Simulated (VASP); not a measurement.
# SiMo3 (Pm-3n) in VASP: a series of runs

SiMo3 is run at these levels: PBE; tasks: single point.

Everything below comes from runs of VASP 6.6.1. Logs are shortened: lines on timing, memory, paths and dates and some standing lists are left out, and cuts for length are marked.

## Step 1: The cell of the first run

Symmetry: Pm-3n, No. 223, cubic system. The conventional cell has a = 4.889 Å, b = 4.889 Å, c = 4.889 Å, α = 90.00°, β = 90.00°, γ = 90.00°. Within 3.6 Å of Si (site symmetry m-3) lie 12 Mo at 2.73 Å. Mo (site symmetry -4m2) has 10 Mo at 2.44 to 2.99 Å and 4 Si at 2.73 Å within 3.2 Å.

## Step 2: Single point, PBE

INCAR

```
ALGO = Normal
EDIFF = 1E-6
ENCUT = 520
GGA = PE
ISIF = 2
ISMEAR = 0
LASPH = T
LCHARG = F
LREAL = F
LWAVE = F
NBANDS = 56
NELM = 60
PREC = Accurate
SIGMA = 0.1
```

KPOINTS

```
k-points
0
Gamma
  4 4 4
```

POSCAR

```
SiMo3
1.0
    4.8889999400      0.0000000000      0.0000000000
    0.0000000000      4.8889999400      0.0000000000
    0.0000000000      0.0000000000      4.8889999400
Si Mo
2 6
Direct
    0.0000000000      0.0000000000      0.0000000000
    0.5000000000      0.5000000000      0.5000000000
    0.2500000000      0.0000000000      0.5000000000
    0.5000000000      0.7500000000      0.0000000000
    0.7500000000      0.0000000000      0.5000000000
    0.5000000000      0.2500000000      0.0000000000
    0.0000000000      0.5000000000      0.7500000000
    0.0000000000      0.5000000000      0.2500000000
```

Potentials or basis: VASP PAW PBE potentials, release 64 (Si, Mo_sv).

The run is started by

```bash
> cat potpaw_PBE.64/Si/POTCAR potpaw_PBE.64/Mo_sv/POTCAR > POTCAR
> mpirun -np 1 vasp_std > vasp.out
```

OUTCAR:

```text
EDIFF = 1E-6
   ENCUT = 520
   GGA = PE
   ISIF = 2
   ISMEAR = 0
   LASPH = T
   LREAL = F
   NELM = 60
   PREC = Accurate

 ion  position               nearest neighbor table
   1  0.000  0.000  0.000-   3 2.73   4 2.73   5 2.73   6 2.73   7 2.73   8 2.73   3 2.73   5 2.73
                             7 2.73   8 2.73   4 2.73   6 2.73
   2  0.500  0.500  0.500-   3 2.73   4 2.73   5 2.73   6 2.73   7 2.73   8 2.73   4 2.73   6 2.73
                             3 2.73   5 2.73   7 2.73   8 2.73
   3  0.250  0.000  0.500-   5 2.44   5 2.44   1 2.73   1 2.73   2 2.73   2 2.73   8 2.99   4 2.99
                             4 2.99   6 2.99   6 2.99   7 2.99   8 2.99   7 2.99
   4  0.500  0.750  0.000-   6 2.44   6 2.44   1 2.73   2 2.73   2 2.73   1 2.73   8 2.99   5 2.99
                             3 2.99   5 2.99   3 2.99   7 2.99   7 2.99   8 2.99
   5  0.750  0.000  0.500-   3 2.44   3 2.44   1 2.73   1 2.73   2 2.73   2 2.73   8 2.99   4 2.99
                             4 2.99   6 2.99   6 2.99   7 2.99   8 2.99   7 2.99
   6  0.500  0.250  0.000-   4 2.44   4 2.44   1 2.73   2 2.73   2 2.73   1 2.73   8 2.99   3 2.99
                             3 2.99   5 2.99   5 2.99   7 2.99   7 2.99   8 2.99
   7  0.000  0.500  0.750-   8 2.44   8 2.44   1 2.73   2 2.73   1 2.73   2 2.73   3 2.99   4 2.99
                             5 2.99   3 2.99   5 2.99   6 2.99   4 2.99   6 2.99
   8  0.000  0.500  0.250-   7 2.44   7 2.44   1 2.73   2 2.73   1 2.73   2 2.73   3 2.99   4 2.99
                             5 2.99   3 2.99   5 2.99   6 2.99   4 2.99   6 2.99

  LATTYP: Found a simple cubic cell.
 ALAT       =     4.8889999400

  Lattice vectors:

 A1 = (   4.8889999400,   0.0000000000,   0.0000000000)
 A2 = (   0.0000000000,   4.8889999400,   0.0000000000)
 A3 = (   0.0000000000,   0.0000000000,   4.8889999400)

Analysis of symmetry for initial positions (statically):
=====================================================================
 Subroutine PRICEL returns:
 Original cell was already a primitive cell.

 Routine SETGRP: Setting up the symmetry group for a
 simple cubic supercell.

 Subroutine GETGRP returns: Found 48 space group operations
 (whereof 24 operations were pure point group operations)
 out of a pool of 48 trial point group operations.

The static configuration has the point symmetry T_h .
 The point group associated with its full space group is O_h .

Analysis of symmetry for dynamics (positions and initial velocities):
=====================================================================
 Subroutine PRICEL returns:
 Original cell was already a primitive cell.

 Routine SETGRP: Setting up the symmetry group for a
 simple cubic supercell.

 Subroutine GETGRP returns: Found 48 space group operations
 (whereof 24 operations were pure point group operations)
 out of a pool of 48 trial point group operations.

The dynamic configuration has the point symmetry T_h .
 The point group associated with its full space group is O_h .

 Subroutine INISYM returns: Found 48 space group operations
 (whereof 24 operations are pure point group operations),
 and found     1 'primitive' translations

----------------------------------------------------------------------------------------

                                     Primitive cell

  volume of cell :     116.8584

  direct lattice vectors                    reciprocal lattice vectors
     4.888999940  0.000000000  0.000000000     0.204540808  0.000000000  0.000000000
     0.000000000  4.888999940  0.000000000     0.000000000  0.204540808  0.000000000
     0.000000000  0.000000000  4.888999940     0.000000000  0.000000000  0.204540808

  length of vectors
     4.888999940  4.888999940  4.888999940     0.204540808  0.204540808  0.204540808

  position of ions in fractional coordinates (direct lattice)
     0.000000000  0.000000000  0.000000000
     0.500000000  0.500000000  0.500000000
     0.250000000  0.000000000  0.500000000
     0.500000000  0.750000000  0.000000000
     0.750000000  0.000000000  0.500000000
     0.500000000  0.250000000  0.000000000
     0.000000000  0.500000000  0.750000000
     0.000000000  0.500000000  0.250000000

  ion indices of the primitive-cell ions
   primitive index   ion index
                 1           1
                 2           2
                 3           3
                 4           4
                 5           5
                 6           6
                 7           7
                 8           8

----------------------------------------------------------------------------------------

 KPOINTS: k-points

Automatic generation of k-mesh.
 Grid dimensions read from file:
 generate k-points for:    4    4    4

 Generating k-lattice:

  Cartesian coordinates                     Fractional coordinates (reciprocal lattice)
     0.051135202  0.000000000  0.000000000     0.250000000  0.000000000  0.000000000
     0.000000000  0.051135202  0.000000000     0.000000000  0.250000000  0.000000000
     0.000000000  0.000000000  0.051135202     0.000000000  0.000000000  0.250000000

  Length of vectors
     0.051135202  0.051135202  0.051135202

  Shift w.r.t. Gamma in fractional coordinates (k-lattice)
     0.000000000  0.000000000  0.000000000

 Subroutine IBZKPT returns following result:
 ===========================================

 Found     10 irreducible k-points:

 Following reciprocal coordinates:
            Coordinates               Weight
  0.000000  0.000000  0.000000      1.000000
  0.250000  0.000000  0.000000      6.000000
  0.500000  0.000000  0.000000      3.000000
  0.250000  0.250000  0.000000     12.000000
  0.500000  0.250000  0.000000     12.000000
  0.500000  0.500000  0.000000      3.000000
  0.250000  0.250000  0.250000      8.000000
  0.500000  0.250000  0.250000     12.000000
  0.500000  0.500000  0.250000      6.000000
  0.500000  0.500000  0.500000      1.000000
   k-points           NKPTS =     10   k-points in BZ     NKDIM =     10   number of bands    NBANDS=     56
   number of dos      NEDOS =    301   number of ions     NIONS =      8
   total plane-waves  NPLWV =  46656
   dimension x,y,z NGX =    36 NGY =   36 NGZ =   36
   dimension x,y,z NGXF=    72 NGYF=   72 NGZF=   72
   ions per type =               2   6
   NGX,Y,Z   is equivalent  to a cutoff of  12.24, 12.24, 12.24 a.u.
   NGXF,Y,Z  is equivalent  to a cutoff of  24.48, 24.48, 24.48 a.u.
 SYSTEM =  unknown system
   PREC   = accura    normal or accurate (medium, high low for compatibility)
   ISTART =      0    job   : 0-new  1-cont  2-samecut
   ICHARG =      2    charge: 1-file 2-atom 10-const
   ISPIN  =      1    spin polarized calculation?
   LNONCOLLINEAR =      F non collinear calculations
   LSORBIT =      F    spin-orbit coupling
   LASPH  =      T    aspherical Exc in radial PAW
   ENCUT  =  520.0 eV  38.22 Ry    6.18 a.u.   9.09  9.09  9.09*2*pi/ulx,y,z
   NELM   =     60;   NELMIN=  2; NELMDL= -5     # of ELM steps
   EDIFF  = 0.1E-05   stopping-criterion for ELM
   LREAL  =      F    real-space projection
   EDIFFG = 0.1E-04   stopping-criterion for IOM
   NSW    =      0    number of steps for IOM
   IBRION =     -1    ionic relax: 0-MD 1-quasi-New 2-CG
   NFREE  =      0    steps in history (QN), initial steepest desc. (CG)
   ISIF   =      2    stress and relaxation
   ISYM   =      2    0-nonsym 1-usesym 2-fastsym
   POTIM  = 0.5000    time-step for ionic-motion
   TEBEG  =    0.0;   TEEND  =   0.0 temperature during run
   PSTRESS=    0.0 pullay stress
   NELECT =      92.0000    total number of electrons
   NUPDOWN=      -1.0000    fix difference up-down
   EMIN   =  10.00;   EMAX   =-10.00  energy-range for DOS
   EFERMI =   0.00;   METHOD = LEGACY
   ISMEAR =     0;   SIGMA  =   0.10  broadening in eV -4-tet -1-fermi 0-gaus
   EFERMI_NEDOS =   21; number of points for ismear=-14 and -15
   IALGO  =     38    algorithm
   IMIX   =      4    mixing-type and parameters
     AMIX     =   0.40;   BMIX     =  1.00
     AMIX_MAG =   1.60;   BMIX_MAG =  1.00
  volume/ion in A,a.u.               =      14.61        98.57
  Fermi-wavevector in a.u.,A,eV,Ry     =   1.511648  2.856601 31.090406  2.285080
  Thomas-Fermi vector in A             =   2.621677
   LORBIT       =      0    0 simple, 1 ext, 2 COOP (PROOUT), +10 PAW based schemes
   GGA     = PE    functional components
   LHFCALC =     F    Hartree Fock is set to
   AEXX    =    0.0000 exact exchange contribution
   IVDW    =     0    specifies the selected vdW correction
   LEPSILON=     F    determine dielectric tensor
   LRPA    =     F    only Hartree local field effects (RPA)
 non-spin polarized calculation
 Gauss-broadening in eV      SIGMA  =   0.10
  energy-cutoff  :      520.00
  volume of cell :      116.86
 maximum number of plane-waves:      3178
   NGX = 19   NGY = 19   NGZ = 19

 number of electron      91.9999979 magnetization

 Free energy of the ion-electron system (eV)
  ---------------------------------------------------
  ext. energy  EPLUGINS =         0.00000000
  ---------------------------------------------------
  free energy    TOTEN  =       -78.86084041 eV

  energy without entropy =      -78.83124586  energy(sigma->0) =      -78.84604313

 E-fermi :  12.7129     XC(G=0): -13.1133

 val. band max:       12.6688023570   @ k =   0.5000   0.5000   0.0000
 cond. band min:      12.7571736582   @ k =   0.5000   0.2500   0.0000
 fundamental gap:      0.0883713012
 Fermi energy:        12.7128782708

 k-point     1 :       0.0000    0.0000    0.0000
  band No.  band energies     occupation
      1     -48.5125      2.00000
      2     -48.3969      2.00000
      3     -48.3969      2.00000
      4     -48.0674      2.00000
      5     -48.0674      2.00000
      6     -48.0674      2.00000
[... 579 lines left out ...]
     55      14.9995      0.00000
     56      14.9995      0.00000

------------------------ aborting loop because EDIFF is reached ----------------------------------------

  FORCE on cell =-STRESS in cart. coord.  units (eV):
  Direction    XX          YY          ZZ          XY          YZ          ZX
  --------------------------------------------------------------------------------------
  -------------------------------------------------------------------------------------
  Total        3.0018714      3.0018714      3.0018714     -0.0000000      0.0000000      0.0000000
  in kB       41.1568919     41.1568919     41.1568919     -0.0000000      0.0000000      0.0000000
  external PRESSURE =      41.1568919 kB  Pullay stress =       0.0000000 kB

 VOLUME and BASIS-vectors are now :
 -----------------------------------------------------------------------------
  energy-cutoff  :      520.00
  volume of cell :      116.86
      direct lattice vectors                 reciprocal lattice vectors
     4.888999940  0.000000000  0.000000000     0.204540808  0.000000000  0.000000000
     0.000000000  4.888999940  0.000000000     0.000000000  0.204540808  0.000000000
     0.000000000  0.000000000  4.888999940     0.000000000  0.000000000  0.204540808

 POSITION                                       TOTAL-FORCE (eV/Angst)
 -----------------------------------------------------------------------------------
      0.00000      0.00000      0.00000         0.000000     -0.000000      0.000000
      2.44450      2.44450      2.44450         0.000000     -0.000000      0.000000
      1.22225      0.00000      2.44450        -0.000000     -0.000000     -0.000000
      2.44450      3.66675      0.00000         0.000000     -0.000000      0.000000
      3.66675      0.00000      2.44450         0.000000     -0.000000      0.000000
      2.44450      1.22225      0.00000        -0.000000      0.000000     -0.000000
      0.00000      2.44450      3.66675        -0.000000      0.000000      0.000000
      0.00000      2.44450      1.22225         0.000000     -0.000000      0.000000
 -----------------------------------------------------------------------------------
    total drift:                                0.000000      0.000000     -0.000000

  FREE ENERGIE OF THE ION-ELECTRON SYSTEM (eV)
  ---------------------------------------------------
  free  energy   TOTEN  =       -78.8608404050 eV

  energy  without entropy=      -78.8312458638  energy(sigma->0) =      -78.84604313
```

It took 30 s on 1 thread of Intel Xeon 6975P-C (Granite Rapids), shared host; peak memory 0.22 GiB.

Results:

```yaml
Free_energy: -78.8608 eV
Pressure: 4.1 GPa
Band_gap_on_the_k_mesh: zero (band 46 reaches 14.01 eV, above the bottom of band 47 at 11.58 eV)
```

## Step 3: Single point, PBE

This run uses another cell than the first one, of 14.76 Å³/atom, 1.011 times its volume.

INCAR

```
SYSTEM = SiMo3
ALGO = Fast
EDIFF = 1E-6
ENCUT = 520
GGA = PE
ISIF = 2
ISMEAR = 0
LASPH = .True.
LCHARG = .False.
LREAL = .False.
LWAVE = .False.
NBANDS = 56
NELM = 100
PREC = Accurate
SIGMA = 0.2
```

KPOINTS

```
k-points
0
Gamma
  4 4 4
  0 0 0
```

POSCAR

```
SiMo3
1.0
    4.9064535174      0.0000000000      0.0000000000
    0.0000000000      4.9064535174      0.0000000000
    0.0000000000      0.0000000000      4.9064535174
Si Mo
2 6
Direct
    0.0000000000      0.0000000000      0.0000000000
    0.5000000000      0.5000000000      0.5000000000
    0.2500000000      0.0000000000      0.5000000000
    0.5000000000      0.7500000000      0.0000000000
    0.7500000000      0.0000000000      0.5000000000
    0.5000000000      0.2500000000      0.0000000000
    1.0000000000      0.5000000000      0.7500000000
    1.0000000000      0.5000000000      0.2500000000
```

Potentials or basis: VASP PAW PBE potentials, release 64 (Si, Mo_sv).

The run is started by

```bash
> cat potpaw_PBE.64/Si/POTCAR potpaw_PBE.64/Mo_sv/POTCAR > POTCAR
> mpirun -np 1 vasp_std > vasp.out
```

It took 40 s on 1 thread of Intel Xeon 6975P-C (Granite Rapids), shared host; peak memory 0.21 GiB.

Results (log left out):

- Free energy: -78.9206 eV
- Pressure: 1.3 GPa
- Band gap on the k mesh: zero (band 46 reaches 13.82 eV, above the bottom of band 47 at 11.41 eV)

Levels at points of the mesh, in eV from the Fermi level:
```csv
k point,band 43,band 44,band 45,band 46,band 47,band 48
"(0.00, 0.00, 0.00)",-1.52,-1.52,1.26,1.26,1.26,2.02
"(0.50, 0.00, 0.00)",-1.67,-1.67,0.27,0.27,0.95,0.95
"(0.50, 0.50, 0.00)",-1.07,-0.83,-0.83,-0.75,-0.66,-0.45
"(0.50, 0.50, 0.50)",-1.16,-1.16,-1.16,-1.16,-1.16,-1.16
```

## Step 4: Single point, PBE

This run uses another cell than the first one, of 14.76 Å³/atom, 1.011 times its volume.

INCAR

```
SYSTEM = SiMo3
PREC = Accurate
ENCUT = 520
EDIFF = 1E-6
ISMEAR = 0
SIGMA = 0.1
LREAL = .False.
LASPH = .True.
NELM = 100
ALGO = Fast
ISIF = 2
LWAVE = .False.
LCHARG = .False.
GGA = PE
NBANDS = 56
```

KPOINTS

```
regular mesh
0
Gamma
  8 8 8
  0 0 0
```

POSCAR: that of step 3 with these lines changed.

```diff
@@ -14,3 +14,3 @@
     0.5000000000      0.2500000000      0.0000000000
-    1.0000000000      0.5000000000      0.7500000000
-    1.0000000000      0.5000000000      0.2500000000
+    0.0000000000      0.5000000000      0.7500000000
+    0.0000000000      0.5000000000      0.2500000000
```

The run is started by

```bash
> cat potpaw_PBE.64/Si/POTCAR potpaw_PBE.64/Mo_sv/POTCAR > POTCAR
> mpirun -np 1 vasp_std > vasp.out
```

Wall time 3.5 min (1 thread of Intel Xeon 6975P-C, shared host); peak memory 0.31 GiB.

The run converged. Its results:

* Free energy: -78.9977 eV
* Pressure: 0.5 GPa
* Band gap on the k mesh: zero (band 46 reaches 13.83 eV, above the bottom of band 47 at 11.40 eV)

Levels at points of the mesh, in eV from the Fermi level:
```tsv
k point	band 43	band 44	band 45	band 46	band 47	band 48	band 49	band 50
(0.00, 0.00, 0.00)	-1.56	-1.56	1.22	1.22	1.22	1.98	2.31	2.34
(0.50, 0.00, 0.00)	-1.70	-1.70	0.22	0.22	0.91	0.91	1.48	1.48
(0.50, 0.50, 0.00)	-1.10	-0.88	-0.88	-0.79	-0.69	-0.49	-0.13	0.22
(0.50, 0.50, 0.50)	-1.21	-1.21	-1.21	-1.21	-1.21	-1.21	1.23	1.23
```

## Step 5: Summary

```csv
cell,k mesh,smearing,gap on the mesh (eV),pressure (GPa)
"a = 4.889 Å, 8 atoms",4 × 4 × 4,gaussian 0.1 eV,none,4.1
"a = 4.906 Å, 8 atoms",4 × 4 × 4,gaussian 0.2 eV,none,1.3
"a = 4.906 Å, 8 atoms",8 × 8 × 8,gaussian 0.1 eV,none,0.5
```

Alike in all rows: task single point; level PBE; potentials or basis VASP PAW PBE potentials, release 64 (Si, Mo_sv); no spin polarisation; cutoff (eV) 520.

Total energies depend on the potentials used, so only differences within one code and one set of settings carry meaning.
